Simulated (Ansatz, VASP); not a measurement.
# Two plane-wave programs on CoO

```
Co O
1.0
    -1.50800    1.50800    2.10725
     3.01600   -3.01600    4.21450
     1.50800    1.50800   -2.10725
Co O
2 2
Direct
  0.00000 0.00000 0.00000
  0.00000 0.50000 0.00000
  0.50000 0.25000 0.00000
  0.50000 0.75000 0.00000
```

Alike in both runs: task single point; functional PBEsol; k mesh 9 × 9 × 9; occupations gaussian, width 0.05 eV; collinear spin; Hubbard terms Co d U = 4.0 eV.

|  | VASP | Ansatz |
| --- | --- | --- |
| version | VASP 6.6.1 | Ansatz 0.2.0 |
| potentials or method | VASP PAW PBE potentials, release 64 (Co, O), cutoff 600 eV | scalar-relativistic, plane waves, PAW |
| valence electrons in the cell | 30 | 46 |

Ansatz gave:

| Item | Value |
| --- | --- |
| gap on the k mesh at the Fermi level (eV) | 2.38 |
| least direct gap on the mesh (eV) | 2.72 |
| pressure (GPa) | -0.5 |
| net moment per atom (μB) | 0.00 |
| size of the moment on the site where the two differ most (μB) | 2.53 |

Estimate VASP's values.

gap on the k mesh at the Fermi level (eV): 2.39; least direct gap on the mesh (eV): 2.75; pressure (GPa): -5.4; net moment per atom (μB): 0.00; size of the moment on the site where the two differ most (μB): 2.67.

VASP's potentials were made for PBE, not for PBEsol. Site moments also hang on the region over which each program counts them. The programs project onto different local orbitals, so the same U acts differently, and such runs can settle in different states. VASP's potentials hold 30 valence electrons a cell and Ansatz's 46, so a difference there can come from the potentials and not from the codes.
